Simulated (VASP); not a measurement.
# Sb (I4/mmm) in VASP: a series of runs

Runs on Sb. Level: PBE. Tasks: relaxation of cell and atoms.

Program: VASP 6.6.1. These are calculated values, not measurements. Logs are shortened: lines on timing, memory, paths and dates and some standing lists are left out, and cuts for length are marked.

### 1 The cell of the first run

The structure is tetragonal, space group I4/mmm (No. 139). Conventional cell: a = 3.446 Å, b = 3.446 Å, c = 5.242 Å, α = 90.00°, β = 90.00°, γ = 90.00°. Within 4.5 Å of Sb (site symmetry 4/mmm) lie 12 Sb at 3.45 to 3.58 Å.

### 2 Relaxation of cell and atoms, PBE

INCAR reads:

```
SYSTEM = Sb
PREC     = Accurate       ! precision mode
ENCUT    = 500            ! plane-wave cutoff, eV
EDIFF    = 1E-7           ! SCF threshold, eV
ISMEAR   = 0              ! smearing method
SIGMA    = 0.1            ! smearing width, eV
LREAL    = .False.        ! projectors in reciprocal space
LASPH    = .True.         ! aspherical terms in the spheres
NELM     = 120            ! most SCF steps
ALGO     = Normal         ! electronic algorithm
ISIF     = 3              ! what is computed and relaxed
LWAVE    = .False.        ! write WAVECAR
LCHARG   = .False.        ! write CHGCAR
GGA      = PE             ! functional
IBRION   = 2              ! ionic algorithm
NSW      = 90             ! ionic steps
EDIFFG   = -0.04          ! ionic threshold
GGA_COMPAT= .False.      
NELMIN   = 4
```

KPOINTS reads:

```
Automatic mesh
0
Gamma
  8 8 8
  0 0 0
```

POSCAR reads:

```
Sb
1.0
   -1.7227677635      1.7227677635      2.6209398324
    1.7227677635     -1.7227677635      2.6209398324
    1.7227677635      1.7227677635     -2.6209398324
Sb
1
Direct
    0.0000000000      0.0000000000      0.0000000000
```

Potentials or basis: VASP PAW PBE potentials, release 64 (Sb_d_GW).

Run with:

```bash
$ cat potpaw_PBE.64/Sb_d_GW/POTCAR > POTCAR
$ mpirun -np 1 vasp_std > vasp.out
```

OUTCAR:

```text
SYSTEM = Sb
   PREC = Accurate
   ENCUT = 500
   EDIFF = 1E-7
   ISMEAR = 0
   LREAL = .False.
   LASPH = .True.
   NELM = 120
   ISIF = 3
   GGA = PE
   IBRION = 2
   NSW = 90
   EDIFFG = -0.04
   NELMIN = 4

 ion  position               nearest neighbor table
   1  0.000  0.000  0.000-

  LATTYP: Found a body centered tetragonal cell.
 ALAT       =     3.4455355270
 C/A-ratio  =     1.5213541186

  Lattice vectors:

 A1 = (  -1.7227677635,   1.7227677635,   2.6209398324)
 A2 = (   1.7227677635,  -1.7227677635,   2.6209398324)
 A3 = (   1.7227677635,   1.7227677635,  -2.6209398324)

Analysis of symmetry for initial positions (statically):
=====================================================================
 Subroutine PRICEL returns:
 Original cell was already a primitive cell.

 Routine SETGRP: Setting up the symmetry group for a
 body centered tetragonal supercell.

 Subroutine GETGRP returns: Found 16 space group operations
 (whereof 16 operations were pure point group operations)
 out of a pool of 16 trial point group operations.

The static configuration has the point symmetry D_4h.

Analysis of symmetry for dynamics (positions and initial velocities):
=====================================================================
 Subroutine PRICEL returns:
 Original cell was already a primitive cell.

 Routine SETGRP: Setting up the symmetry group for a
 body centered tetragonal supercell.

 Subroutine GETGRP returns: Found 16 space group operations
 (whereof 16 operations were pure point group operations)
 out of a pool of 16 trial point group operations.

The dynamic configuration has the point symmetry D_4h.

 Subroutine INISYM returns: Found 16 space group operations
 (whereof 16 operations are pure point group operations),
 and found     1 'primitive' translations

----------------------------------------------------------------------------------------

                                     Primitive cell

  volume of cell :      31.1151

  direct lattice vectors                    reciprocal lattice vectors
    -1.722767764  1.722767764  2.620939832     0.000000000  0.290230645  0.190771262
     1.722767764 -1.722767764  2.620939832     0.290230645  0.000000000  0.190771262
     1.722767764  1.722767764 -2.620939832     0.290230645  0.290230645  0.000000000

  length of vectors
     3.578433056  3.578433056  3.578433056     0.347314702  0.347314702  0.410448115

  position of ions in fractional coordinates (direct lattice)
     0.000000000  0.000000000  0.000000000

  ion indices of the primitive-cell ions
[... 79 lines left out ...]
   NFREE  =      1    steps in history (QN), initial steepest desc. (CG)
   ISIF   =      3    stress and relaxation
   ISYM   =      2    0-nonsym 1-usesym 2-fastsym
   POTIM  = 0.5000    time-step for ionic-motion
   TEBEG  =    0.0;   TEEND  =   0.0 temperature during run
   PSTRESS=    0.0 pullay stress
   NELECT =      15.0000    total number of electrons
   NUPDOWN=      -1.0000    fix difference up-down
   EMIN   =  10.00;   EMAX   =-10.00  energy-range for DOS
   EFERMI =   0.00;   METHOD = LEGACY
   ISMEAR =     0;   SIGMA  =   0.10  broadening in eV -4-tet -1-fermi 0-gaus
   EFERMI_NEDOS =   21; number of points for ismear=-14 and -15
   IALGO  =     38    algorithm
   IMIX   =      4    mixing-type and parameters
     AMIX     =   0.40;   BMIX     =  1.00
     AMIX_MAG =   1.60;   BMIX_MAG =  1.00
  volume/ion in A,a.u.               =      31.12       209.97
  Fermi-wavevector in a.u.,A,eV,Ry     =   1.283655  2.425757 22.419284  1.647771
  Thomas-Fermi vector in A             =   2.415895
   LORBIT       =      0    0 simple, 1 ext, 2 COOP (PROOUT), +10 PAW based schemes
   GGA     = PE    functional components
   LHFCALC =     F    Hartree Fock is set to
   AEXX    =    0.0000 exact exchange contribution
   IVDW    =     0    specifies the selected vdW correction
   LEPSILON=     F    determine dielectric tensor
   LRPA    =     F    only Hartree local field effects (RPA)
 conjugate gradient relaxation of ions
 non-spin polarized calculation
 Gauss-broadening in eV      SIGMA  =   0.10
  energy-cutoff  :      500.00
  volume of cell :       31.12
 maximum number of plane-waves:       807
 NGX is ok and might be reduce to    28
   NGX = 13   NGY = 13   NGZ = 13

--------------------------------------- Ionic step        1  -------------------------------------------

 number of electron      15.0000002 magnetization

 Free energy of the ion-electron system (eV)
  ---------------------------------------------------
  ext. energy  EPLUGINS =         0.00000000
  ---------------------------------------------------
  free energy    TOTEN  =        -3.76851116 eV

  energy without entropy =       -3.76572655  energy(sigma->0) =       -3.76711886

 E-fermi :   4.8227     XC(G=0):  -9.9645

 val. band max:        4.7657515840   @ k =   0.3750   0.1250   0.1250
 cond. band min:       4.8523173271   @ k =  -0.2500  -0.2500   0.2500
 fundamental gap:      0.0865657431
 Fermi energy:         4.8226685578

 k-point     1 :       0.0000    0.0000    0.0000
  band No.  band energies     occupation
      1     -24.3904      2.00000
      2     -24.3829      2.00000
      3     -24.3829      2.00000
      4     -24.3801      2.00000
      5     -24.3517      2.00000
      6      -6.9914      2.00000
      7       9.1547      0.00000
      8       9.2431      0.00000
      9       9.2431      0.00000
     10      14.5456      0.00000
     11      15.0482      0.00000
[... 420 lines left out ...]
  FREE ENERGIE OF THE ION-ELECTRON SYSTEM (eV)
  ---------------------------------------------------
  free  energy   TOTEN  =        -3.8383539390 eV

  energy  without entropy=       -3.8357510693  energy(sigma->0) =       -3.83705250

[... ionic steps 4 to 23 ...]

--------------------------------------- Ionic step       24  -------------------------------------------

 number of electron      15.0000001 magnetization

------------------------ aborting loop because EDIFF is reached ----------------------------------------
[... 65 lines left out ...]
--------------------------------------- Ionic step       26  -------------------------------------------

 number of electron      15.0000000 magnetization

 Free energy of the ion-electron system (eV)
  ---------------------------------------------------
  ext. energy  EPLUGINS =         0.00000000
  ---------------------------------------------------
  free energy    TOTEN  =        -3.85630521 eV

  energy without entropy =       -3.85127351  energy(sigma->0) =       -3.85378936

 E-fermi :   5.9925     XC(G=0): -10.3967

 val. band max:        5.9896843151   @ k =   0.3750   0.3750   0.0000
 cond. band min:       5.9962353229   @ k =  -0.2500   0.1250   0.0000
 fundamental gap:      0.0065510078
 Fermi energy:         5.9924609334

 k-point     1 :       0.0000    0.0000    0.0000
  band No.  band energies     occupation
      1     -23.5060      2.00000
      2     -23.4541      2.00000
      3     -23.3936      2.00000
      4     -23.3936      2.00000
      5     -23.3445      2.00000
      6      -6.7764      2.00000
      7       9.3313      0.00000
      8      11.1550      0.00000
      9      11.1550      0.00000
     10      14.8304      0.00000
     11      15.5199      0.00000
[... 350 lines left out ...]
  FREE ENERGIE OF THE ION-ELECTRON SYSTEM (eV)
  ---------------------------------------------------
  free  energy   TOTEN  =        -3.8563052094 eV

  energy  without entropy=       -3.8512735116  energy(sigma->0) =       -3.85378936

 reached required accuracy - stopping structural energy minimisation
```

OSZICAR:

```text
N       E                     dE             d eps       ncg     rms          rms(c)
DAV:   1     0.854820859000E+02    0.85482E+02   -0.56290E+03  1483   0.129E+04
DAV:   2     0.393746614371E+01   -0.81545E+02   -0.78790E+02  2153   0.897E+02
DAV:   3    -0.360186538012E+01   -0.75393E+01   -0.75060E+01  2192   0.132E+02
DAV:   4    -0.376299687013E+01   -0.16113E+00   -0.16099E+00  1730   0.156E+01
[... 231 lines left out ...]
DAV:   3    -0.385632479398E+01    0.57394E-03   -0.96589E-04  1990   0.365E+00    0.259E-02
DAV:   4    -0.385630663557E+01    0.18158E-04   -0.54594E-05  2022   0.475E-01    0.117E-02
DAV:   5    -0.385630535395E+01    0.12816E-05   -0.63265E-06  1962   0.258E-01    0.280E-03
DAV:   6    -0.385630516960E+01    0.18436E-06   -0.65029E-07  1607   0.585E-02    0.461E-04
DAV:   7    -0.385630520939E+01   -0.39793E-07   -0.14228E-08   877   0.699E-03
  26 F= -.38563052E+01 E0= -.38537894E+01  d E =-.376056E-03
```

CONTCAR:

```text
Sb
   1.00000000000000
    -1.5564748266638628    1.5564748266638659    2.9098977810236892
     1.5564748266638628   -1.5564748266638597    2.9098977810236883
     1.5564748266638628    1.5564748266638597   -2.9098977810236883
  Sb
     1
Direct
     0.0000000000000000    0.0000000000000000    0.0000000000000000

  0.00000000E+00  0.00000000E+00  0.00000000E+00
```

It took 8.7 min on 1 thread of AMD EPYC 7R43 (Zen 3), shared host; peak memory 0.16 GiB.

What came out:

| Property | Result |
| --- | --- |
| Free energy | -3.8563 eV |
| Relaxed volume | 28.20 Å³/atom |
| Relaxed cell | a = 3.649 Å, b = 3.649 Å, c = 3.649 Å, α = 129.50°, β = 129.50°, γ = 74.21° |
| Space group after relaxing (to 0.1 Å) | I4/mmm (No. 139) |
| Energy gained by relaxing | 87.8 meV/atom |
| Ionic steps | 26 |
| Pressure after relaxing | 0.0 GPa |
| Band gap on the k mesh | zero (an odd number of electrons rules out a gap without spin polarisation) |

Step by step:
| step | energy change (eV) | largest force (eV/Å) | pressure (GPa) | volume (Å³) |
| --- | --- | --- | --- | --- |
| 1 | 0.0000 | 0.0000 | -5.65 | 31.12 |
| 2 | -0.0603 | 0.0000 | 2.80 | 26.43 |
| 3 | -0.0698 | 0.0000 | 0.07 | 27.56 |
| 4 | -0.0698 | 0.0000 | -0.19 | 27.63 |
| 5 | -0.0699 | 0.0000 | -0.14 | 27.63 |
| 6 | -0.0702 | 0.0000 | -0.15 | 27.62 |
| 7 | -0.0716 | 0.0000 | -0.20 | 27.59 |
| 8 | -0.0765 | 0.0000 | 0.05 | 27.53 |
| 9 | -0.0799 | 0.0000 | 0.77 | 27.35 |
| 10 | -0.0512 | 0.0000 | 4.20 | 26.77 |
| 11 | -0.0808 | 0.0000 | 1.13 | 27.30 |
| 12 | -0.0809 | 0.0000 | 1.36 | 27.26 |
| 13 | -0.0809 | 0.0000 | 1.32 | 27.27 |
| 14 | -0.0812 | 0.0000 | 1.30 | 27.30 |
| 15 | -0.0816 | 0.0000 | 1.22 | 27.35 |
| 16 | -0.0825 | 0.0000 | 1.12 | 27.46 |
| 17 | -0.0859 | 0.0000 | 1.07 | 27.66 |
| 18 | -0.0772 | 0.0000 | 0.97 | 28.04 |
| 19 | -0.0862 | 0.0000 | 1.03 | 27.73 |
| 20 | -0.0868 | 0.0000 | 0.82 | 27.81 |
| 21 | -0.0874 | 0.0000 | 0.22 | 28.04 |
| 22 | -0.0874 | 0.0000 | 0.30 | 28.02 |
| 23 | -0.0875 | 0.0000 | 0.24 | 28.06 |
| 24 | -0.0877 | 0.0000 | 0.11 | 28.13 |
| 25 | -0.0877 | 0.0000 | -0.12 | 28.28 |
| 26 | -0.0878 | 0.0000 | 0.03 | 28.20 |

Final structure:
```
Sb
1.0
    -1.55647    1.55647    2.90990
     1.55647   -1.55647    2.90990
     1.55647    1.55647   -2.90990
Sb
1
Direct
  0.00000 0.00000 0.00000
```

Caveat: spin-orbit coupling is left out, which moves the levels of the heavy elements.

### 3 Relaxation of cell and atoms, PBE

This run uses another cell than the first one, of 27.66 Å³/atom.

INCAR reads:

```
ALGO = Fast
EDIFF = 1E-7
EDIFFG = -0.01
ENCUT = 600
GGA = PE
IBRION = 2
ISIF = 3
ISMEAR = 0
LASPH = T
LCHARG = F
LREAL = F
LWAVE = F
NELM = 60
NSW = 100
PREC = Accurate
SIGMA = 0.1
```

KPOINTS reads:

```
k-points
0
Gamma
  24 24 24
```

POSCAR reads:

```
Sb
1.0
   -1.6492775634      1.6492775634      2.5418994572
    1.6492775634     -1.6492775634      2.5418994572
    1.6492775634      1.6492775634     -2.5418994572
Sb
1
Direct
    0.0000000000      0.0000000000      0.0000000000
```

Potentials or basis: VASP PAW PBE potentials, release 64 (Sb).

Run with:

```bash
$ cat potpaw_PBE.64/Sb/POTCAR > POTCAR
$ mpirun -np 1 vasp_std > vasp.out
```

It took 14 min on 1 thread of Oxide Virtual Turin-like, shared host; peak memory 0.37 GiB.

Results (log left out):

| Property | Result |
| --- | --- |
| Free energy | -3.8425 eV |
| Relaxed volume | 27.85 Å³/atom |
| Relaxed cell | a = 3.563 Å, b = 3.563 Å, c = 3.563 Å, α = 127.14°, β = 127.14°, γ = 78.03° |
| Space group after relaxing (to 0.1 Å) | I4/mmm (No. 139) |
| Energy gained by relaxing | 11.9 meV/atom |
| Ionic steps | 13 |
| Pressure after relaxing | 0.0 GPa |
| Band gap on the k mesh | zero (an odd number of electrons rules out a gap without spin polarisation) |

Step by step:
```
step  energy change (eV)  largest force (eV/Å)  pressure (GPa)  volume (Å³)
   1              0.0000                0.0000           -0.44        27.66
   2             -0.0017                0.0000            0.22        27.35
   3             -0.0020                0.0000            0.78        27.13
   4             -0.0029                0.0000            0.77        27.14
   5             -0.0056                0.0000            0.83        27.15
   6             -0.0088                0.0000            1.13        27.16
   7              0.0001                0.0000            2.41        27.08
   8             -0.0091                0.0000            1.26        27.16
   9             -0.0118                0.0000            0.01        27.78
  10             -0.0118                0.0000           -0.06        27.82
  11             -0.0118                0.0000           -0.09        27.84
  12             -0.0119                0.0000           -0.08        27.84
  13             -0.0119                0.0000           -0.04        27.85
```

Final structure:
```
Sb
1.0
    -1.58591    1.58591    2.76837
     1.58591   -1.58591    2.76837
     1.58591    1.58591   -2.76837
Sb
1
Direct
  0.00000 0.00000 0.00000
```

Levels at points of the mesh, in eV from the Fermi level:
```tsv
k point	band 1	band 2	band 3	band 4	band 5	band 6
(0.00, 0.00, 0.00)	-12.71	4.28	5.23	5.23	9.22	10.15
(0.50, 0.00, 0.00)	-9.06	-5.60	1.57	5.29	5.89	10.12
(0.50, 0.50, 0.00)	-6.64	-4.21	-1.09	0.63	3.44	4.39
(0.50, 0.50, 0.50)	-9.33	-5.50	2.19	2.19	5.95	6.16
```

Caveat: spin-orbit coupling is left out, which moves the levels of the heavy elements.
